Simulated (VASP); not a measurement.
# MgB2 (P6/mmm) in VASP: further runs

Runs on MgB2. Level: r2SCAN. Tasks: single point.

Everything below comes from runs of VASP 6.6.1. Logs are shortened: lines on timing, memory, paths and dates and some standing lists are left out, and cuts for length are marked.

## (1) The cell of the first run

Symmetry: P6/mmm, No. 191, hexagonal system. Conventional cell: a = 3.085 Å, b = 3.085 Å, c = 3.523 Å, α = 90.00°, β = 90.00°, γ = 120.00°. Within 3.3 Å of Mg (site symmetry 6/mmm) lie 12 B at 2.51 Å and 6 Mg at 3.08 to 3.09 Å. B (site symmetry -6m2) has 3 B at 1.78 Å within 2.4 Å.

## (2) Single point, r2SCAN

The input, POSCAR:

```
MgB2
1.0
    3.0850000000      0.0000000000      0.0000000000
   -1.5425000000      2.6716883707      0.0000000000
    0.0000000000      0.0000000000      3.5230000000
Mg B
1 2
Direct
    0.0000000000      0.0000000000      0.0000000000
    0.3333333333      0.6666666667      0.5000000000
    0.6666666667      0.3333333333      0.5000000000
```

The input, INCAR.step1:

```
PREC = Accurate ; ENCUT = 520
ISMEAR = 0 ; SIGMA = 0.1
LREAL = F ; LASPH = T
NELM = 100 ; NBANDS = 11
GGA = PE ; ALGO = Normal
EDIFF = 1E-4 ; LWAVE = T
LCHARG = F
```

The input, INCAR.step2:

```
PREC = Accurate ; ENCUT = 520
EDIFF = 1E-6 ; ISMEAR = 0
SIGMA = 0.1 ; LREAL = F
LASPH = T ; NELM = 100
ALGO = Normal ; ISIF = 2
LWAVE = F ; LCHARG = F
METAGGA = R2SCAN ; LMIXTAU = T
NBANDS = 11 ; ISTART = 1
```

The input, KPOINTS:

```
regular mesh
0
Gamma
  6 6 6
```

Potentials or basis: VASP PAW PBE potentials, release 64 (Mg, B).

Command:

```sh
> cat potpaw_PBE.64/Mg/POTCAR potpaw_PBE.64/B/POTCAR > POTCAR
> cp INCAR.step1 INCAR
> mpirun -np 1 vasp_std > vasp.out
> cp INCAR.step2 INCAR
> mpirun -np 1 vasp_std > vasp.out
```

OUTCAR:

```text
PREC = Accurate
   ENCUT = 520
   EDIFF = 1E-6
   ISMEAR = 0
   LREAL = F
   LASPH = T
   NELM = 100
   ISIF = 2
   METAGGA = R2SCAN
   ISTART = 1

 ion  position               nearest neighbor table
   1  0.000  0.000  0.000-   2 2.51   3 2.51   2 2.51   3 2.51   3 2.51   3 2.51   2 2.51   2 2.51
                             3 2.51   3 2.51   2 2.51   2 2.51
   2  0.333  0.667  0.500-   3 1.78   3 1.78   3 1.78   1 2.51   1 2.51   1 2.51   1 2.51   1 2.51
                             1 2.51
   3  0.667  0.333  0.500-   2 1.78   2 1.78   2 1.78   1 2.51   1 2.51   1 2.51   1 2.51   1 2.51
                             1 2.51

  LATTYP: Found a hexagonal cell.
 ALAT       =     3.0850000000
 C/A-ratio  =     1.1419773096

  Lattice vectors:

 A1 = (   3.0850000000,   0.0000000000,   0.0000000000)
 A2 = (  -1.5425000000,   2.6716883707,   0.0000000000)
 A3 = (   0.0000000000,   0.0000000000,   3.5230000000)

Analysis of symmetry for initial positions (statically):
=====================================================================
 Subroutine PRICEL returns:
 Original cell was already a primitive cell.

 Routine SETGRP: Setting up the symmetry group for a
 hexagonal supercell.

 Subroutine GETGRP returns: Found 24 space group operations
 (whereof 24 operations were pure point group operations)
 out of a pool of 24 trial point group operations.

The static configuration has the point symmetry D_6h.

Analysis of symmetry for dynamics (positions and initial velocities):
=====================================================================
 Subroutine PRICEL returns:
 Original cell was already a primitive cell.

 Routine SETGRP: Setting up the symmetry group for a
 hexagonal supercell.

 Subroutine GETGRP returns: Found 24 space group operations
 (whereof 24 operations were pure point group operations)
 out of a pool of 24 trial point group operations.

The dynamic configuration has the point symmetry D_6h.

 Subroutine INISYM returns: Found 24 space group operations
 (whereof 24 operations are pure point group operations),
 and found     1 'primitive' translations

----------------------------------------------------------------------------------------

                                     Primitive cell

  volume of cell :      29.0371

  direct lattice vectors                    reciprocal lattice vectors
     3.085000000  0.000000000  0.000000000     0.324149109  0.187147575  0.000000000
    -1.542500000  2.671688371  0.000000000     0.000000000  0.374295150  0.000000000
     0.000000000  0.000000000  3.523000000     0.000000000  0.000000000  0.283848992

  length of vectors
     3.085000000  3.085000000  3.523000000     0.374295150  0.374295150  0.283848992

  position of ions in fractional coordinates (direct lattice)
     0.000000000  0.000000000  0.000000000
     0.333333333  0.666666667  0.500000000
     0.666666667  0.333333333  0.500000000

  ion indices of the primitive-cell ions
   primitive index   ion index
                 1           1
                 2           2
                 3           3

----------------------------------------------------------------------------------------

 KPOINTS: regular mesh

Automatic generation of k-mesh.
 Grid dimensions read from file:
 generate k-points for:    6    6    6

 Generating k-lattice:

  Cartesian coordinates                     Fractional coordinates (reciprocal lattice)
     0.054024851  0.031191263  0.000000000     0.166666667  0.000000000  0.000000000
     0.000000000  0.062382525  0.000000000     0.000000000  0.166666667  0.000000000
     0.000000000  0.000000000  0.047308165     0.000000000  0.000000000  0.166666667

  Length of vectors
     0.062382525  0.062382525  0.047308165

  Shift w.r.t. Gamma in fractional coordinates (k-lattice)
     0.000000000  0.000000000  0.000000000

 Subroutine IBZKPT returns following result:
 ===========================================

 Found     28 irreducible k-points:

 Following reciprocal coordinates:
            Coordinates               Weight
  0.000000  0.000000  0.000000      1.000000
  0.166667  0.000000  0.000000      6.000000
  0.333333 -0.000000  0.000000      6.000000
  0.500000 -0.000000  0.000000      3.000000
  0.166667  0.166667  0.000000      6.000000
  0.333333  0.166667  0.000000     12.000000
[... 16 lines left out ...]
  0.166667  0.000000  0.500000      6.000000
  0.333333 -0.000000  0.500000      6.000000
 [... further k-points ...]
   k-points           NKPTS =     28   k-points in BZ     NKDIM =     28   number of bands    NBANDS=     11
   number of dos      NEDOS =    301   number of ions     NIONS =      3
   total plane-waves  NPLWV =  16128
   dimension x,y,z NGX =    24 NGY =   24 NGZ =   28
   dimension x,y,z NGXF=    48 NGYF=   48 NGZF=   56
   ions per type =               1   2
   NGX,Y,Z   is equivalent  to a cutoff of  12.93, 12.93, 13.21 a.u.
   NGXF,Y,Z  is equivalent  to a cutoff of  25.87, 25.87, 26.43 a.u.
 SYSTEM =  unknown system
   PREC   = accura    normal or accurate (medium, high low for compatibility)
   ISTART =      1    job   : 0-new  1-cont  2-samecut
   ICHARG =      0    charge: 1-file 2-atom 10-const
   ISPIN  =      1    spin polarized calculation?
   LNONCOLLINEAR =      F non collinear calculations
   LSORBIT =      F    spin-orbit coupling
   LASPH  =      T    aspherical Exc in radial PAW
   ENCUT  =  520.0 eV  38.22 Ry    6.18 a.u.   5.74  5.74  6.55*2*pi/ulx,y,z
   NELM   =    100;   NELMIN=  2; NELMDL=  0     # of ELM steps
   EDIFF  = 0.1E-05   stopping-criterion for ELM
   LREAL  =      F    real-space projection
   EDIFFG = 0.1E-04   stopping-criterion for IOM
   NSW    =      0    number of steps for IOM
   IBRION =     -1    ionic relax: 0-MD 1-quasi-New 2-CG
   NFREE  =      0    steps in history (QN), initial steepest desc. (CG)
   ISIF   =      2    stress and relaxation
   ISYM   =      2    0-nonsym 1-usesym 2-fastsym
   POTIM  = 0.5000    time-step for ionic-motion
   TEBEG  =    0.0;   TEEND  =   0.0 temperature during run
   PSTRESS=    0.0 pullay stress
   NELECT =       8.0000    total number of electrons
   NUPDOWN=      -1.0000    fix difference up-down
   EMIN   =  10.00;   EMAX   =-10.00  energy-range for DOS
   EFERMI =   0.00;   METHOD = LEGACY
   ISMEAR =     0;   SIGMA  =   0.10  broadening in eV -4-tet -1-fermi 0-gaus
   EFERMI_NEDOS =   21; number of points for ismear=-14 and -15
   IALGO  =     38    algorithm
   IMIX   =      4    mixing-type and parameters
     AMIX     =   0.40;   BMIX     =  1.00
     AMIX_MAG =   1.60;   BMIX_MAG =  1.00
  volume/ion in A,a.u.               =       9.68        65.32
  Fermi-wavevector in a.u.,A,eV,Ry     =   1.065255  2.013040 15.439462  1.134768
  Thomas-Fermi vector in A             =   2.200801
   LORBIT       =      0    0 simple, 1 ext, 2 COOP (PROOUT), +10 PAW based schemes
   METAGGA = R2SCAN    functional components
   LHFCALC =     F    Hartree Fock is set to
   AEXX    =    0.0000 exact exchange contribution
   IVDW    =     0    specifies the selected vdW correction
   LEPSILON=     F    determine dielectric tensor
   LRPA    =     F    only Hartree local field effects (RPA)
 non-spin polarized calculation
 Gauss-broadening in eV      SIGMA  =   0.10
  energy-cutoff  :      520.00
  volume of cell :       29.04
 maximum number of plane-waves:       806
 NGX is ok and might be reduce to    24
   NGX = 11   NGY = 11   NGZ = 13

 number of electron       8.0000000 magnetization

 Free energy of the ion-electron system (eV)
  ---------------------------------------------------
  ext. energy  EPLUGINS =         0.00000000
  ---------------------------------------------------
  free energy    TOTEN  =       -19.40955129 eV

  energy without entropy =      -19.40630524  energy(sigma->0) =      -19.40792827

 E-fermi :   5.3564     XC(G=0): -11.5259

 val. band max:        5.0654569790   @ k =   0.1667   0.0000   0.5000
 cond. band min:       5.3574248683   @ k =   0.3333   0.1667   0.0000
 fundamental gap:      0.2919678893
 Fermi energy:         5.3563554260

 k-point     1 :       0.0000    0.0000    0.0000
  band No.  band energies     occupation
      1      -7.9266      2.00000
      2       2.1613      2.00000
      3       5.6835      0.00000
      4       5.6835      0.00000
      5       7.2335      0.00000
      6      11.9119      0.00000
      7      11.9119      0.00000
      8      13.7617      0.00000
      9      16.0967      0.00000
     10      19.1087      0.00000
     11      22.5172      0.00000

 k-point     2 :       0.1667    0.0000    0.0000
  band No.  band energies     occupation
      1      -7.4192      2.00000
      2       2.6575      2.00000
      3       3.4795      2.00000
      4       4.7079      2.00000
      5       7.6827      0.00000
      6      11.4905      0.00000
      7      13.9197      0.00000
      8      14.3159      0.00000
      9      14.8609      0.00000
     10      20.8343      0.00000
     11      21.2597      0.00000

 k-point     3 :       0.3333   -0.0000    0.0000
  band No.  band energies     occupation
      1      -5.9239      2.00000
      2      -0.1527      2.00000
      3       3.4500      2.00000
      4       4.0761      2.00000
      5       8.8496      0.00000
      6      10.6828      0.00000
      7      10.8459      0.00000
      8      14.6692      0.00000
      9      18.0052      0.00000
     10      19.4283      0.00000
     11      20.7173      0.00000
[... 267 lines left out ...]
 k-point    23 :       0.1667    0.0000    0.5000
  band No.  band energies     occupation
      1      -6.1777      2.00000
      2      -1.8961      2.00000
      3       4.0516      2.00000
      4       5.0655      1.99996
      5      10.8553      0.00000
      6      12.1469      0.00000
      7      14.2988      0.00000
      8      16.5907      0.00000
      9      16.5959      0.00000
     10      16.9212      0.00000
     11      17.6708      0.00000

 k-point    24 :       0.3333   -0.0000    0.5000
  band No.  band energies     occupation
      1      -4.7952      2.00000
      2      -0.2541      2.00000
      3       0.6245      2.00000
      4       3.7674      2.00000
      5       6.7157      0.00000
      6      11.5810      0.00000
      7      15.2386      0.00000
      8      15.5913      0.00000
      9      18.2358      0.00000
     10      18.5509      0.00000
     11      19.6750      0.00000

 [... further k-points ...]
[... 5 lines left out ...]
  --------------------------------------------------------------------------------------
  -------------------------------------------------------------------------------------
  Total       -0.3764536     -0.3764536     -0.6252769      0.0000000     -0.0000000      0.0000000
  in kB      -20.7715276    -20.7715276    -34.5008155      0.0000000     -0.0000000      0.0000000
  external PRESSURE =     -25.3479569 kB  Pullay stress =       0.0000000 kB

 VOLUME and BASIS-vectors are now :
 -----------------------------------------------------------------------------
  energy-cutoff  :      520.00
  volume of cell :       29.04
      direct lattice vectors                 reciprocal lattice vectors
     3.085000000  0.000000000  0.000000000     0.324149109  0.187147575  0.000000000
    -1.542500000  2.671688371  0.000000000     0.000000000  0.374295150  0.000000000
     0.000000000  0.000000000  3.523000000     0.000000000  0.000000000  0.283848992

 POSITION                                       TOTAL-FORCE (eV/Angst)
 -----------------------------------------------------------------------------------
      0.00000      0.00000      0.00000        -0.000000      0.000000      0.000000
     -0.00000      1.78113      1.76150        -0.000000      0.000000      0.000000
      1.54250      0.89056      1.76150         0.000000     -0.000000      0.000000
 -----------------------------------------------------------------------------------
    total drift:                                0.000000     -0.000000      0.000000

  FREE ENERGIE OF THE ION-ELECTRON SYSTEM (eV)
  ---------------------------------------------------
  free  energy   TOTEN  =       -19.4095512913 eV

  energy  without entropy=      -19.4063052443  energy(sigma->0) =      -19.40792827
```

It took 18 s on 1 thread of Intel Xeon Platinum 8488C (Sapphire Rapids), shared host; peak memory 0.15 GiB.

Results:

* Free energy: -19.4096 eV
* Pressure: -2.5 GPa
* Band gap on the k mesh: zero (band 4 reaches 7.19 eV, above the bottom of band 5 at 3.18 eV)

Stress tensor (GPa, compression positive):
```
-2.08  0.00  0.00
 0.00 -2.08  0.00
 0.00  0.00 -3.45
```

Caveat: the k points lie up to 0.39 Å⁻¹ apart; the PAW data sets were made with another functional, which shifts forces and pressure a little.

## (3) Single point, r2SCAN

This run uses another cell than the first one, of 9.55 Å³/atom, 0.987 times its volume.

The input, POSCAR:

```
MgB2
1.0
    3.0657312946      0.0000000000      0.0000000000
   -1.5328656473      2.6550011823      0.0000000000
    0.0000000000      0.0000000000      3.5205112975
Mg B
1 2
Direct
    0.0000000000      0.0000000000      0.0000000000
    0.3333333333      0.6666666667      0.5000000000
    0.6666666667      0.3333333333      0.5000000000
```

The input, INCAR.step1:

```
  PREC = Accurate
  ENCUT = 520
  ISMEAR = 0
  SIGMA = 0.1
  LREAL = False
  LASPH = True
  NELM = 80
  NBANDS = 11
  GGA = PE
  ALGO = Normal
  EDIFF = 1E-4
  LWAVE = True
  LCHARG = False
```

The input, INCAR.step2:

```
  PREC = Accurate
  ENCUT = 520
  EDIFF = 1E-7
  ISMEAR = 0
  SIGMA = 0.1
  LREAL = False
  LASPH = True
  NELM = 80
  ALGO = Normal
  ISIF = 2
  LWAVE = False
  LCHARG = False
  METAGGA = R2SCAN
  LMIXTAU = True
  NBANDS = 11
  ISTART = 1
```

The input, KPOINTS:

```
Automatic mesh
0
Gamma
  15 15 12
```

Potentials or basis: VASP PAW PBE potentials, release 64 (Mg, B).

Command:

```sh
> cat potpaw_PBE.64/Mg/POTCAR potpaw_PBE.64/B/POTCAR > POTCAR
> cp INCAR.step1 INCAR
> mpirun -np 1 vasp_std > vasp.out
> cp INCAR.step2 INCAR
> mpirun -np 1 vasp_std > vasp.out
```

Wall time 1.7 min (1 thread of Intel Xeon Platinum 8488C (Sapphire Rapids), shared host); peak memory 0.19 GiB.

The run converged. Its results:

* Free energy: -19.4062 eV
* Pressure: -0.4 GPa
* Band gap on the k mesh: zero (band 4 reaches 7.25 eV, above the bottom of band 5 at 3.27 eV)

Stress tensor (GPa, compression positive):
```
-0.28  0.00  0.00
 0.00 -0.28  0.00
 0.00  0.00 -0.68
```

Levels at points of the mesh, in eV from the Fermi level:
```csv
k point,band 2,band 3,band 4,band 5,band 6,band 7
"(0.00, 0.00, 0.00)",-3.22,0.42,0.42,1.92,6.73,6.73
"(0.00, 0.00, 0.50)",-7.82,0.82,0.82,7.04,7.04,8.73
```

Caveat: the PAW data sets were made with another functional, which shifts forces and pressure a little.
